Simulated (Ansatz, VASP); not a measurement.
## Cd: VASP beside Ansatz

The input INCAR:

```
SYSTEM = Cd
PREC = Accurate
ENCUT = 520
EDIFF = 1E-6
ISMEAR = -1
SIGMA = 0.05
LREAL = .False.
LASPH = .True.
NELM = 150
ALGO = Fast
ISIF = 2
LWAVE = .False.
LCHARG = .True.
MAGMOM = 0 0 0 0 0 0
LORBIT = 11
LSORBIT = .True.
GGA_COMPAT = .False.
LORBMOM = .True.
GGA = PE
LVHAR = .True.
NBANDS = 36
```

File KPOINTS:

```
Automatic mesh
0
Gamma
  10 10 5
  0 0 0
```

File POSCAR:

```
Cd
1.0
    2.9788700000      0.0000000000      0.0000000000
   -1.4894350000      2.5797770946      0.0000000000
    0.0000000000      0.0000000000      5.6176500000
Cd
2
Direct
    0.6666666667      0.3333333333      0.7500000000
    0.3333333333      0.6666666667      0.2500000000
```

The input input.yaml:

```yaml
crystal:
  lattice:
    - [2.97887, 0.0, 0.0]
    - [-1.489435, 2.5797770946, 0.0]
    - [0.0, 0.0, 5.61765]
  atoms:
    - { symbol: Cd, position: [0.6666666667, 0.3333333333, 0.75] }
    - { symbol: Cd, position: [0.3333333333, 0.6666666667, 0.25] }
hamiltonian:
  xc: pbe
  pseudopotentials: { kind: paw_fr }
magnetization:
  noncollinear: true
  spin_orbit: true
kpoints:
  mp_grid: { grid: [10, 10, 5] }
  band_path:
    path:
      - [[0.0, 0.0, 0.0], [0.5, 0.0, 0.0], [0.3333333333, 0.3333333333, 0.0], [0.0, 0.0, 0.0], [0.0, 0.0, 0.5], [0.5, 0.0, 0.5], [0.3333333333, 0.3333333333, 0.5], [0.0, 0.0, 0.5]]
      - [[0.5, 0.0, 0.5], [0.5, 0.0, 0.0]]
      - [[0.3333333333, 0.3333333333, 0.0], [0.3333333333, 0.3333333333, 0.5]]
    npoints: 14
scf:
  occupations: { method: fermi_dirac, width: 0.05 }
  n_extra_bands: 6
output:
  forces: true
  stress: true
  eigenvalues: true
  fatbands: false
```

Alike in both runs: functional PBE; k mesh 10 × 10 × 5; occupations fermi-dirac, width 0.05 eV; non-collinear spin, spin-orbit coupling.

|  | VASP | Ansatz |
| --- | --- | --- |
| version | VASP 6.6.1 | Ansatz 0.2.0 |
| potentials or method | VASP PAW PBE potentials, release 64 (Cd) | Ansatz PAW |
| plane-wave cutoff (eV) | 520 | 420 |
| valence electrons in the cell | 24 | 40 |
| task | single point | band structure |

|  | VASP | Ansatz | Ansatz less VASP |
| --- | --- | --- | --- |
| pressure (GPa) | 3.1 | 2.7 | -0.39 |
| traceless stress, the component that is largest in VASP (GPa) | -1.26 | -1.10 | +0.158 |

The functional is the same, so the differences come from potentials, cutoffs and numerics. VASP's potentials hold 24 valence electrons a cell and Ansatz's 40, so a difference there can come from the potentials and not from the codes.
